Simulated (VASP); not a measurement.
**SnO: single point with PBE+D3(BJ)**

SnO, a slab with vacuum:

```
Sn O
1.0
     3.82016    0.00000    0.00000
     0.00000    3.82016    0.00000
     0.00000    0.00000   22.22608
Sn O
4 4
Direct
  0.75000 0.25000 0.20246
  0.25000 0.75000 0.30878
  0.37500 0.87500 0.50675
  0.87500 0.37500 0.61307
  0.25000 0.25000 0.25562
  0.75000 0.75000 0.25562
  0.87500 0.87500 0.55991
  0.37500 0.37500 0.55991
```

This cell differs from its parent crystal: layers slid over each other.

```yaml
Program: VASP 6.6.1
Task: single point
Functional: PBE
Dispersion: D3(BJ)
Potentials_or_basis: VASP PAW PBE potentials, release 64 (Sn_d, O)
Cutoff: 520 eV
k_mesh: 7 × 7 × 1
Occupations: gaussian, width 0.05 eV
Spin: no spin polarisation
```

| Quantity | Value |
| --- | --- |
| Largest force | 0.097 eV/Å |
| Band gap on the k mesh | 2.56 eV (least direct gap 2.60 eV) |
| Dispersion energy per atom | -0.153 eV |

Forces in eV/Å, atoms in the order of the input:
```
Sn  -0.002 -0.002 -0.086
Sn  -0.011 -0.011  0.096
Sn   0.011  0.011 -0.096
Sn   0.002  0.002  0.086
O    0.004 -0.011  0.001
O   -0.011  0.004  0.001
O    0.011 -0.004 -0.001
O   -0.004  0.011 -0.001
```

Levels at points of the mesh, in eV from the valence-band top:
```csv
k point,band 36,band 37,band 38,band 39,band 40,band 41,band 42,band 43,band 44,band 45
"(0.00, 0.00, 0.00)",-1.91,-1.91,-1.91,-0.53,-0.03,2.56,2.90,2.91,3.73,4.92
```

Wall time 6.6 min on 1 thread of Oxide Virtual Turin-like Processor (shared host), peak memory 0.41 GiB.

Caveat: the cell differs from its parent crystal (layers slid over each other); spin-orbit coupling is left out, which moves the levels of the heavy elements.
